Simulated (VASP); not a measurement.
A run of VASP 6.6.1:

File INCAR:

```
PREC = Accurate
ENCUT = 520
EDIFF = 1E-7
ISMEAR = 0
SIGMA = 0.15
LREAL = False
LASPH = True
NELM = 100
ALGO = Normal
ISIF = 2
LWAVE = False
LCHARG = False
GGA = PE
IVDW = 12
NBANDS = 16
```

File KPOINTS:

```
Automatic mesh
0
Gamma
  12 12 6
```

Contents of POSCAR:

```
Rb
1.0
    2.4740083059     -4.3297492603      0.0000000000
    2.4740083059      4.3297492603      0.0000000000
    0.0000000000      0.0000000000      8.0428646989
Rb
2
Direct
    0.8359965595      0.1640034405      0.7500000000
    0.1640034405      0.8359965595      0.2500000000
```

Potentials or basis: VASP PAW PBE potentials, release 64 (Rb_sv).

Launch:

```console
$ cat potpaw_PBE.64/Rb_sv/POTCAR > POTCAR
$ mpirun -np 1 vasp_std > vasp.out
```

Hardware: 1 thread of Intel(R) Xeon(R) Platinum 8488C (Sapphire Rapids) (shared host).

**Question.** How long does it take, and how much memory?

**Answer.** Wall time 3.6 min on 1 thread of Intel(R) Xeon(R) Platinum 8488C (Sapphire Rapids), with other jobs on the host, peak memory 0.56 GiB. Counts: scf iterations 11, k points 172.
